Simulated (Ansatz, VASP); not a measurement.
**InCoB3 in VASP and in Ansatz**

INCAR

```
PREC = Accurate
ENCUT = 520
EDIFF = 1E-6
ISMEAR = 0
SIGMA = 0.0536
LREAL = False
LASPH = True
NELM = 100
ALGO = Normal
ISIF = 2
LWAVE = False
LCHARG = False
GGA = PE
NBANDS = 42
```

File KPOINTS:

```
regular mesh
0
Gamma
  6 6 6
```

Contents of POSCAR:

```
InCoB3
1.0
    3.3244960000      0.0000000000      0.0000000000
    1.6622480000     -9.5962020000      0.0000000000
    0.0000000000      0.0000000000     -3.2588810000
Co B In
2 6 2
Direct
    0.2050000000      0.5900000000      0.7500000000
    0.7950000000      0.4100000000      0.2500000000
    0.6530000000      0.6940000000      0.7500000000
    0.3470000000      0.3060000000      0.2500000000
    0.3260000000      0.3480000000      0.7500000000
    0.6740000000      0.6520000000      0.2500000000
    0.5250000000      0.9500000000      0.7500000000
    0.4750000000      0.0500000000      0.2500000000
    0.9280000000      0.1440000000      0.7500000000
    0.0720000000      0.8560000000      0.2500000000
```

Input for Ansatz:

```yaml
crystal:
  lattice:
    - [3.324496, 0.0, 0.0]
    - [1.662248, -9.596202, 0.0]
    - [0.0, 0.0, -3.258881]
  atoms:
    - { symbol: Co, position: [0.205, 0.59, 0.75] }
    - { symbol: Co, position: [0.795, 0.41, 0.25] }
    - { symbol: B, position: [0.653, 0.694, 0.75] }
    - { symbol: B, position: [0.347, 0.306, 0.25] }
    - { symbol: In, position: [0.928, 0.144, 0.75] }
    - { symbol: In, position: [0.072, 0.856, 0.25] }
    - { symbol: B, position: [0.326, 0.348, 0.75] }
    - { symbol: B, position: [0.674, 0.652, 0.25] }
    - { symbol: B, position: [0.525, 0.95, 0.75] }
    - { symbol: B, position: [0.475, 0.05, 0.25] }
  symmetry: { tolerance: 0.0003 }
kpoints:
  mp_grid: { grid: [6, 6, 6], shift: [0, 0, 0] }
magnetization:
  spin_polarized: false
scf:
  occupations: { method: gaussian, width: 0.0536 }
  eigensolver: { kind: davidson }
hamiltonian:
  pseudopotentials: { kind: paw }
  xc: pbe
basis:
  ecutwfc: 420
  precision: f64
output:
  forces: true
  stress: true
  eigenvalues: true
  write_density: true
  write_potential: true
  elf: true
  volumetric_format: npy
```

Alike in both runs: task single point; functional PBE; k mesh 6 × 6 × 6; occupations gaussian, width 0.0536 eV; no spin polarisation.

|  | VASP | Ansatz |
| --- | --- | --- |
| version | VASP 6.6.1 | Ansatz 0.2.0 |
| potentials or method | VASP PAW PBE potentials, release 64 (Co, B, In_d), cutoff 520 eV | PAW plane waves |
| valence electrons in the cell | 62 | 78 |

|  | VASP | Ansatz | Ansatz less VASP |
| --- | --- | --- | --- |
| gap on the k mesh at the Fermi level (eV) | none | none | - |
| pressure (GPa) | 2.2 | 2.1 | -0.15 |
| rms of the force components (eV/Å) | 0.946 | 0.945 | -0.0011 |

A gap of «none» marks a metal or a gap that the smearing closes. VASP's potentials hold 62 valence electrons a cell and Ansatz's 78, so a difference there can come from the potentials and not from the codes.
